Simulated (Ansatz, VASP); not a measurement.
## One calculation of InAg, two programs

File INCAR:

```
ALGO = Normal
EDIFF = 1E-6
ENCUT = 500
GGA_COMPAT = False
ISIF = 2
ISMEAR = -1
LASPH = True
LCHARG = True
LELF = True
LREAL = False
LVHAR = True
LWAVE = False
NBANDS = 19
NELM = 120
PREC = Accurate
SIGMA = 0.05
```

Contents of KPOINTS:

```
k-points
0
Gamma
  7 7 7
```

POSCAR

```
InAg
1.0
    3.4647890000      0.0000000000      0.0000000000
    0.0000000000      3.4647890000      0.0000000000
    0.0000000000      0.0000000000      3.4647890000
In Ag
1 1
Direct
    0.5000000000      0.5000000000      0.5000000000
    0.0000000000      0.0000000000      0.0000000000
```

Input for Ansatz:

```yaml
crystal:
  lattice:
    a: 3.464789
    b: 3.464789
    c: 3.464789
    alpha: 90.0
    beta: 90.0
    gamma: 90.0
  atoms:
    - { symbol: In, position: [0.5, 0.5, 0.5] }
    - { symbol: Ag, position: [0.0, 0.0, 0.0] }
kpoints:
  mp_grid:
    grid: [7, 7, 7]
hamiltonian:
  xc: lda
  pseudopotentials:
    kind: paw
scf:
  max_iter: 100
  occupations:
    method: fermi_dirac
    width: 0.05
output:
  forces: true
  stress: true
  eigenvalues: true
```

Alike in both runs: task single point; functional LDA; k mesh 7 × 7 × 7; occupations fermi-dirac, width 0.05 eV; no spin polarisation.

|  | VASP | Ansatz |
| --- | --- | --- |
| version | VASP 6.6.1 | Ansatz 0.2.0 |
| potentials or method | VASP PAW LDA potentials, release 64 (In_d, Ag) | plane waves, PAW |
| plane-wave cutoff (eV) | 500 | 420 |
| valence electrons in the cell | 24 | 32 |

|  | VASP | Ansatz | Ansatz less VASP |
| --- | --- | --- | --- |
| gap on the k mesh at the Fermi level (eV) | none | none | - |
| pressure (GPa) | -5.4 | -5.5 | -0.11 |

LDA's correlation is that of Perdew and Zunger in VASP and of Perdew and Wang (1992) in Ansatz. A gap of «none» marks a metal or a gap that the smearing closes. VASP's potentials hold 24 valence electrons a cell and Ansatz's 32, so a difference there can come from the potentials and not from the codes.
